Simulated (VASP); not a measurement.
Write the native input for VASP 6.6.1 that does the following.

* Task: relaxation of cell and atoms
* Functional: PBEsol
* Potentials or basis: VASP PAW PBE potentials, release 64 (Cu)
* Cutoff: 600 eV
* k mesh: 12 × 12 × 12
* Occupations: gaussian, width 0.1 eV
* Spin: no spin polarisation
* Dipole correction: no
* Further INCAR settings: ALGO = Normal; EDIFF = 1e-07; IBRION = 2; EDIFFG = -0.01; NSW = 80; ISIF = 3

The structure of Cu lies in POSCAR:

```
Cu
1.0
   -1.4427933200      1.4427933200      1.3760814500
    1.4427933200     -1.4427933200      1.3760814500
    1.4427933200      1.4427933200     -1.3760814500
Cu
1
Direct
    0.0000000000      0.0000000000      0.0000000000
```

The input as run:

INCAR

```
SYSTEM = Cu
PREC = Accurate ; ENCUT = 600
EDIFF = 1E-7 ; ISMEAR = 0
SIGMA = 0.1 ; LREAL = .False.
LASPH = .True. ; NELM = 100
ALGO = Normal ; ISIF = 3
LWAVE = .False. ; LCHARG = .False.
GGA = PS ; IBRION = 2
NSW = 80 ; EDIFFG = -0.01
```

KPOINTS

```
regular mesh
0
Gamma
  12 12 12
  0 0 0
```

Potentials or basis: VASP PAW PBE potentials, release 64 (Cu).

The run is started by

```console
$ cat potpaw_PBE.64/Cu/POTCAR > POTCAR
$ mpirun -np 1 vasp_std > vasp.out
```

It gave:

| Quantity | Value |
| --- | --- |
| Relaxed volume | 11.42 Å³/atom |
| Relaxed cell | a = 2.461 Å, b = 2.461 Å, c = 2.461 Å, α = 107.16°, β = 107.16°, γ = 114.21° |
| Space group after relaxing (to 0.05 Å) | I4/mmm (No. 139) |
| Energy gained by relaxing | 2.7 meV/atom |
| Ionic steps | 8 |
| Pressure after relaxing | 0.0 GPa |

Caveat: the PAW data sets were made with another functional, which shifts forces and pressure a little.

Wall time 69 s on 1 thread of Intel(R) Xeon(R) Platinum 8488C (Sapphire Rapids), with other jobs on the host, peak memory 0.15 GiB.
